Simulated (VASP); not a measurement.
# Ag (C2/m) in VASP: single point with LDA

Aim: the single point of Ag with LDA.

All numbers are computed with VASP 6.6.1; they aren't measurements. Logs are shortened: lines on timing, memory, paths and dates and some standing lists are left out, and cuts for length are marked.

### Step 1. The cell of the first run

The typed cell holds 2 atoms: a = 3.812 Å, b = 3.812 Å, c = 2.867 Å, α = 90.00°, β = 131.71°, γ = 90.00°.

### Step 2. Single point, LDA

File INCAR:

```
SYSTEM = Ag
PREC = Accurate ; ENCUT = 520
EDIFF = 1E-6 ; ISMEAR = 0
SIGMA = 0.1 ; LREAL = .FALSE.
LASPH = .TRUE. ; NELM = 60
ALGO = Fast ; ISIF = 2
LWAVE = .FALSE. ; LCHARG = .FALSE.
GGA = CA ; NBANDS = 18
```

File KPOINTS:

```
Automatic mesh
0
G
  9 9 16
  0 0 0
```

File POSCAR:

```
Ag
1.0
    3.8122317196      0.0000000000     -0.0015309159
    0.0000000000      3.8122320270      0.0000000000
   -1.9069675738      0.0000000000      2.1413330084
Ag
2
Direct
    0.0000000000      0.0000000000      0.0000000000
    0.5000000000      0.5000000000      0.0000000000
```

Potentials or basis: VASP PAW LDA potentials, release 64 (Ag).

Run with:

```sh
$ cat potpaw_LDA.64/Ag/POTCAR > POTCAR
$ mpirun -np 1 vasp_std > vasp.out
```

OUTCAR:

```text
SYSTEM = Ag
   PREC = Accurate
   ENCUT = 520
   EDIFF = 1E-6
   ISMEAR = 0
   LREAL = .FALSE.
   LASPH = .TRUE.
   NELM = 60
   ISIF = 2
   GGA = CA

 ion  position               nearest neighbor table
   1  0.000  0.000  0.000-   2 2.70   2 2.70   2 2.70   2 2.70   2 2.87   2 2.87   2 2.87   2 2.87

   2  0.500  0.500  0.000-   1 2.70   1 2.70   1 2.70   1 2.70   1 2.87   1 2.87   1 2.87   1 2.87

  LATTYP: Found a simple monoclinic cell.
 ALAT       =     2.8650976354
 B/A-ratio  =     1.3305766547
 C/A-ratio  =     1.0007944379
 COS(beta)  =    -0.1154858901

  Lattice vectors:

 A1 = (   1.9052641458,   0.0000000000,   2.1398020925)
 A2 = (   0.0000000000,  -3.8122320270,   0.0000000000)
 A3 = (   1.9069675738,   0.0000000000,  -2.1413330084)

Analysis of symmetry for initial positions (statically):
=====================================================================
 Subroutine PRICEL returns following result:

  LATTYP: Found a base centered monoclinic cell.
 ALAT       =     3.8122320270
 B/A-ratio  =     1.0000000000
 C/A-ratio  =     0.7515538443
 COS(beta)  =    -0.6646910273

  Lattice vectors:

 A1 = (  -1.9061158598,   1.9061160135,   0.0007654579)
 A2 = (  -1.9061158598,  -1.9061160135,   0.0007654579)
 A3 = (   1.9052641458,   0.0000000000,   2.1398020925)

   2 primitive cells build up your supercell.

 Routine SETGRP: Setting up the symmetry group for a
 simple monoclinic supercell.

 Subroutine GETGRP returns: Found  4 space group operations
 (whereof  4 operations were pure point group operations)
 out of a pool of  4 trial point group operations.

The static configuration has the point symmetry C_2h.

Analysis of symmetry for dynamics (positions and initial velocities):
=====================================================================
 Subroutine PRICEL returns following result:

  LATTYP: Found a base centered monoclinic cell.
 ALAT       =     3.8122320270
 B/A-ratio  =     1.0000000000
 C/A-ratio  =     0.7515538443
 COS(beta)  =    -0.6646910273

  Lattice vectors:

 A1 = (  -1.9061158598,   1.9061160135,   0.0007654579)
 A2 = (  -1.9061158598,  -1.9061160135,   0.0007654579)
 A3 = (   1.9052641458,   0.0000000000,   2.1398020925)

   2 primitive cells build up your supercell.

 Routine SETGRP: Setting up the symmetry group for a
 simple monoclinic supercell.

 Subroutine GETGRP returns: Found  4 space group operations
 (whereof  4 operations were pure point group operations)
 out of a pool of  4 trial point group operations.

The dynamic configuration has the point symmetry C_2h.

 Subroutine INISYM returns: Found  4 space group operations
 (whereof  4 operations are pure point group operations),
 and found     2 'primitive' translations

----------------------------------------------------------------------------------------

                                     Primitive cell

  volume of cell :      15.5546

  direct lattice vectors                    reciprocal lattice vectors
    -1.906115860  1.906116013  0.000765458    -0.262219780  0.262313519  0.233478576
    -1.906115860 -1.906116013  0.000765458    -0.262219780 -0.262313519  0.233478576
     1.905264146  0.000000000  2.139802093     0.000187604  0.000000000  0.467165897

  length of vectors
     2.695655118  2.695655118  2.865097635     0.438269142  0.438269142  0.467165935

  position of ions in fractional coordinates (direct lattice)
     0.000000000  0.000000000  0.000000000

  ion indices of the primitive-cell ions
   primitive index   ion index
                 1           1

----------------------------------------------------------------------------------------

 KPOINTS: Automatic mesh

Automatic generation of k-mesh.
 Grid dimensions read from file:
 generate k-points for:    9    9   16

 Generating k-lattice:

  Cartesian coordinates                     Fractional coordinates (reciprocal lattice)
     0.029156376  0.000000000  0.025965258     0.111111111  0.000000000 -0.000000000
     0.000000000  0.029145947  0.000000000     0.000000000  0.111111111  0.000000000
     0.000011725  0.000000000  0.029197869     0.000000000  0.000000000  0.062500000

  Length of vectors
     0.039042142  0.029145947  0.029197871

  Shift w.r.t. Gamma in fractional coordinates (k-lattice)
     0.000000000  0.000000000  0.000000000

 Subroutine IBZKPT returns following result:
 ===========================================

 Found    365 irreducible k-points:

 Following reciprocal coordinates:
            Coordinates               Weight
  0.000000  0.000000  0.000000      1.000000
  0.111111  0.000000  0.000000      2.000000
  0.222222  0.000000 -0.000000      2.000000
  0.333333  0.000000 -0.000000      2.000000
  0.444444  0.000000 -0.000000      2.000000
  0.000000  0.111111  0.000000      2.000000
[... 16 lines left out ...]
  0.222222  0.444444 -0.000000      4.000000
  0.333333  0.444444 -0.000000      4.000000
 [... further k-points ...]
   k-points           NKPTS =    365   k-points in BZ     NKDIM =    365   number of bands    NBANDS=     18
   number of dos      NEDOS =    301   number of ions     NIONS =      2
   total plane-waves  NPLWV =  18816
   dimension x,y,z NGX =    28 NGY =   28 NGZ =   24
   dimension x,y,z NGXF=    56 NGYF=   56 NGZF=   48
   ions per type =               2
   NGX,Y,Z   is equivalent  to a cutoff of  12.21, 12.21, 13.91 a.u.
   NGXF,Y,Z  is equivalent  to a cutoff of  24.42, 24.42, 27.83 a.u.
 SYSTEM =  Ag
   PREC   = accura    normal or accurate (medium, high low for compatibility)
   ISTART =      0    job   : 0-new  1-cont  2-samecut
   ICHARG =      2    charge: 1-file 2-atom 10-const
   ISPIN  =      1    spin polarized calculation?
   LNONCOLLINEAR =      F non collinear calculations
   LSORBIT =      F    spin-orbit coupling
   LASPH  =      T    aspherical Exc in radial PAW
   ENCUT  =  520.0 eV  38.22 Ry    6.18 a.u.   7.09  7.09  5.33*2*pi/ulx,y,z
   NELM   =     60;   NELMIN=  2; NELMDL= -5     # of ELM steps
   EDIFF  = 0.1E-05   stopping-criterion for ELM
   LREAL  =      F    real-space projection
   EDIFFG = 0.1E-04   stopping-criterion for IOM
   NSW    =      0    number of steps for IOM
   IBRION =     -1    ionic relax: 0-MD 1-quasi-New 2-CG
   NFREE  =      0    steps in history (QN), initial steepest desc. (CG)
   ISIF   =      2    stress and relaxation
   ISYM   =      2    0-nonsym 1-usesym 2-fastsym
   POTIM  = 0.5000    time-step for ionic-motion
   TEBEG  =    0.0;   TEEND  =   0.0 temperature during run
   PSTRESS=    0.0 pullay stress
   NELECT =      22.0000    total number of electrons
   NUPDOWN=      -1.0000    fix difference up-down
   EMIN   =  10.00;   EMAX   =-10.00  energy-range for DOS
   EFERMI =   0.00;   METHOD = LEGACY
   ISMEAR =     0;   SIGMA  =   0.10  broadening in eV -4-tet -1-fermi 0-gaus
   EFERMI_NEDOS =   21; number of points for ismear=-14 and -15
   IALGO  =     68    algorithm
   IMIX   =      4    mixing-type and parameters
     AMIX     =   0.40;   BMIX     =  1.00
     AMIX_MAG =   1.60;   BMIX_MAG =  1.00
  volume/ion in A,a.u.               =      15.55       104.97
  Fermi-wavevector in a.u.,A,eV,Ry     =   1.458545  2.756251 28.944410  2.127354
  Thomas-Fermi vector in A             =   2.575217
   LORBIT       =      0    0 simple, 1 ext, 2 COOP (PROOUT), +10 PAW based schemes
   GGA     = CA    functional components
   LHFCALC =     F    Hartree Fock is set to
   AEXX    =    0.0000 exact exchange contribution
   IVDW    =     0    specifies the selected vdW correction
   LEPSILON=     F    determine dielectric tensor
   LRPA    =     F    only Hartree local field effects (RPA)
 non-spin polarized calculation
 RMM-DIIS sequential band-by-band and
 Gauss-broadening in eV      SIGMA  =   0.10
  energy-cutoff  :      520.00
  volume of cell :       31.11
 maximum number of plane-waves:       851
   NGX = 15   NGY = 15   NGZ = 11

 number of electron      22.0000000 magnetization

 Free energy of the ion-electron system (eV)
  ---------------------------------------------------
  ext. energy  EPLUGINS =         0.00000000
  ---------------------------------------------------
  free energy    TOTEN  =        -7.49946035 eV

  energy without entropy =       -7.49682810  energy(sigma->0) =       -7.49814422

 E-fermi :   9.5394     XC(G=0): -13.1299

 val. band max:        9.5189415263   @ k =   0.4444   0.4444   0.1875
 cond. band min:       9.5525941425   @ k =  -0.1111   0.4444   0.3125
 fundamental gap:      0.0336526162
 Fermi energy:         9.5393510696

 k-point     1 :       0.0000    0.0000    0.0000
  band No.  band energies     occupation
      1       0.9825      2.00000
      2       2.4242      2.00000
      3       2.6819      2.00000
      4       3.7862      2.00000
      5       4.7146      2.00000
      6       4.7155      2.00000
[... 10 lines left out ...]
     17      27.2969      0.00000
     18      27.5419      0.00000

 k-point     2 :       0.1111    0.0000    0.0000
  band No.  band energies     occupation
      1       1.2495      2.00000
      2       2.5630      2.00000
      3       2.8158      2.00000
      4       3.8137      2.00000
      5       4.6988      2.00000
      6       4.7800      2.00000
[... 10 lines left out ...]
     17      27.2502      0.00000
     18      27.8072      0.00000

 k-point     3 :       0.2222    0.0000   -0.0000
  band No.  band energies     occupation
      1       1.9861      2.00000
      2       2.8807      2.00000
      3       3.2265      2.00000
      4       3.8566      2.00000
      5       4.7297      2.00000
      6       4.7477      2.00000
[... 10 lines left out ...]
     17      25.6536      0.00000
     18      27.0256      0.00000

 k-point     4 :       0.3333    0.0000   -0.0000
  band No.  band energies     occupation
      1       2.9461      2.00000
      2       3.2711      2.00000
      3       3.7601      2.00000
      4       3.8774      2.00000
      5       4.5944      2.00000
      6       4.7686      2.00000
[... 375 lines left out ...]
      4       3.8707      2.00000
      5       4.6411      2.00000
      6       4.9829      2.00000
[... 10 lines left out ...]
     17      25.9460      0.00000
     18      26.5922      0.00000

 k-point    23 :       0.2222    0.4444   -0.0000
  band No.  band energies     occupation
      1       2.9156      2.00000
      2       3.0818      2.00000
      3       4.1633      2.00000
      4       4.3377      2.00000
      5       4.5090      2.00000
      6       4.5571      2.00000
[... 10 lines left out ...]
     17      26.0512      0.00000
     18      27.1228      0.00000

 k-point    24 :       0.3333    0.4444   -0.0000
  band No.  band energies     occupation
      1       2.6682      2.00000
      2       2.7899      2.00000
      3       4.0980      2.00000
      4       4.1805      2.00000
      5       4.6367      2.00000
      6       4.8074      2.00000
[... 10 lines left out ...]
     17      26.6698      0.00000
     18      27.9241      0.00000

 [... further k-points ...]

------------------------ aborting loop because EDIFF is reached ----------------------------------------

  FORCE on cell =-STRESS in cart. coord.  units (eV):
  Direction    XX          YY          ZZ          XY          YZ          ZX
  --------------------------------------------------------------------------------------
  -------------------------------------------------------------------------------------
  Total        1.5283380      1.4816587      0.0238105      0.0000000      0.0000000      0.0007123
  in kB       78.7122815     76.3082115      1.2262853      0.0000000      0.0000000      0.0366833
  external PRESSURE =      52.0822595 kB  Pullay stress =       0.0000000 kB

 VOLUME and BASIS-vectors are now :
 -----------------------------------------------------------------------------
  energy-cutoff  :      520.00
  volume of cell :       31.11
      direct lattice vectors                 reciprocal lattice vectors
     3.812231720  0.000000000 -0.001530916     0.262407385  0.000000000  0.233687321
     0.000000000  3.812232027  0.000000000     0.000000000  0.262313519  0.000000000
    -1.906967574  0.000000000  2.141333008     0.000187604  0.000000000  0.467165897

 POSITION                                       TOTAL-FORCE (eV/Angst)
 -----------------------------------------------------------------------------------
      0.00000      0.00000      0.00000        -0.000000     -0.000000     -0.000000
      1.90612      1.90612     -0.00077         0.000000      0.000000      0.000000
 -----------------------------------------------------------------------------------
    total drift:                               -0.000000      0.000000      0.000000

  FREE ENERGIE OF THE ION-ELECTRON SYSTEM (eV)
  ---------------------------------------------------
  free  energy   TOTEN  =        -7.4994603479 eV

  energy  without entropy=       -7.4968280972  energy(sigma->0) =       -7.49814422
```

It took 3.3 min on 1 thread of Intel Xeon 8259CL, shared host; peak memory 0.27 GiB.

Results:

| Quantity | Value |
| --- | --- |
| Free energy | -7.4995 eV |
| Pressure | 5.2 GPa |
| Band gap on the k mesh | zero (bands 11 and 12 overlap by 8.22 eV) |

Stress tensor (GPa, compression positive):
```
7.87 0.00 0.00
0.00 7.63 0.00
0.00 0.00 0.12
```

Levels at points of the mesh, in eV from the Fermi level:
| k point | band 7 | band 8 | band 9 | band 10 | band 11 | band 12 | band 13 | band 14 | band 15 | band 16 |
| --- | --- | --- | --- | --- | --- | --- | --- | --- | --- | --- |
| (0.00, 0.00, 0.00) | -4.46 | -3.49 | -3.11 | -3.10 | -2.37 | 2.18 | 8.49 | 10.30 | 10.51 | 16.36 |
| (0.00, 0.00, 0.50) | -2.95 | -2.80 | -2.80 | -2.37 | 0.14 | 2.18 | 5.50 | 8.49 | 10.30 | 10.51 |

Caveat: the cell stands under pressure.
